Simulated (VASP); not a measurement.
## ScAl2Sb2As: single point with PBE

The system is ScAl2Sb2As.

```xyz
6
Lattice="4.0580 0.0000 0.0000 0.0000 4.0580 0.0000 0.0000 0.0000 7.5715" Properties=species:S:1:pos:R:3 pbc="T T T"
Sc    0.0000    0.0000    3.7858
Al    0.0000    2.0290    3.7858
Al    2.0290    0.0000    3.7858
Sb    2.0290    2.0290    5.6692
Sb    2.0290    2.0290    1.9023
As    0.0000    0.0000    0.0000
```

```yaml
Program: VASP 6.6.1
Task: single point
Functional: PBE
Potentials_or_basis: VASP PAW PBE potentials, release 64 (Sc_sv, Al, Sb, As)
Cutoff: 520 eV
k_mesh: 4 × 4 × 2
Occupations: gaussian, width 0.1 eV
Spin: no spin polarisation
Dipole_correction: no
Further_INCAR_settings: ALGO = Normal; EDIFF = 1e-06; NBANDS = 25
```

The pressure is 27.9 GPa, the largest force is 1.850 eV/Å and the band gap on the k mesh is zero (band 16 reaches 7.73 eV, above the bottom of band 17 at 6.48 eV).

Forces on the atoms (eV/Å):
```
Sc   0.000  0.000  0.000
Al   0.000  0.000  0.000
Al   0.000  0.000  0.000
Sb   0.000  0.000  1.850
Sb   0.000  0.000 -1.850
As   0.000  0.000  0.000
```

Stress tensor (GPa, compression positive):
```
39.42  0.00  0.00
 0.00 39.42  0.00
 0.00  0.00  4.82
```

Levels at points of the mesh, in eV from the Fermi level:
| k point | band 13 | band 14 | band 15 | band 16 | band 17 | band 18 | band 19 | band 20 |
| --- | --- | --- | --- | --- | --- | --- | --- | --- |
| (0.00, 0.00, 0.00) | -1.47 | -1.47 | -0.49 | 0.06 | 0.06 | 0.41 | 0.61 | 1.00 |
| (0.50, 0.00, 0.00) | -0.72 | -0.25 | -0.12 | 0.11 | 0.20 | 0.24 | 0.59 | 1.53 |
| (0.50, 0.50, 0.00) | -2.25 | -2.25 | -1.92 | -1.55 | -0.02 | 0.61 | 1.52 | 1.81 |
| (0.00, 0.00, 0.50) | -2.08 | -2.05 | -0.82 | -0.49 | 0.52 | 0.52 | 1.70 | 1.86 |
| (0.50, 0.00, 0.50) | -2.44 | -0.47 | -0.18 | -0.02 | 0.11 | 0.96 | 1.06 | 2.12 |
| (0.50, 0.50, 0.50) | -2.56 | -1.57 | -1.39 | -1.39 | -0.73 | -0.02 | 1.33 | 1.33 |

Wall time 22 s on 1 thread of Intel(R) Xeon(R) 6975P-C (Granite Rapids) (shared host), peak memory 0.23 GiB.

Caveat: the k points lie up to 0.41 Å⁻¹ apart; spin-orbit coupling is left out, which moves the levels of the heavy elements; forces of over 1 eV/Å act on the atoms, so gaps and moduli don't describe the material at rest.
